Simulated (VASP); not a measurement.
A run of VASP 6.6.1:

INCAR

```
SYSTEM = Al3As
PREC = Accurate
ENCUT = 520
EDIFF = 1E-7
ISMEAR = 0
SIGMA = 0.1
LREAL = .FALSE.
LASPH = .TRUE.
NELM = 80
ALGO = Normal
ISIF = 2
LWAVE = .FALSE.
LCHARG = .TRUE.
GGA = PE
LELF = .TRUE.
LVHAR = .TRUE.
NBANDS = 15
```

File KPOINTS:

```
Automatic mesh
0
G
  12 12 12
  0 0 0
```

Contents of POSCAR:

```
Al3As
1.0
    4.1281894272      0.0000000000      0.0000000000
    0.0000000000      4.1281894272      0.0000000000
    0.0000000000      0.0000000000      4.1281894272
Al As
3 1
Direct
    0.5000000000      0.5000000000      0.0000000000
    0.5000000000      0.0000000000      0.5000000000
    0.0000000000      0.5000000000      0.5000000000
    0.0000000000      0.0000000000      0.0000000000
```

Potentials or basis: VASP PAW PBE potentials, release 64 (Al, As).

Command:

```sh
$ cat potpaw_PBE.64/Al/POTCAR potpaw_PBE.64/As/POTCAR > POTCAR
$ mpirun -np 1 vasp_std > vasp.out
```

Hardware: 1 thread of Intel(R) Xeon(R) Platinum 8259CL CPU @ 2.50GHz (Skylake/Cascade Lake), on a shared host.

Task: How long does it take, and how much memory?

Result: Wall time 59 s on 1 thread of Intel(R) Xeon(R) Platinum 8259CL CPU @ 2.50GHz (Skylake/Cascade Lake), with other jobs on the host, peak memory 0.23 GiB. Counts: scf iterations 13, k points 84.
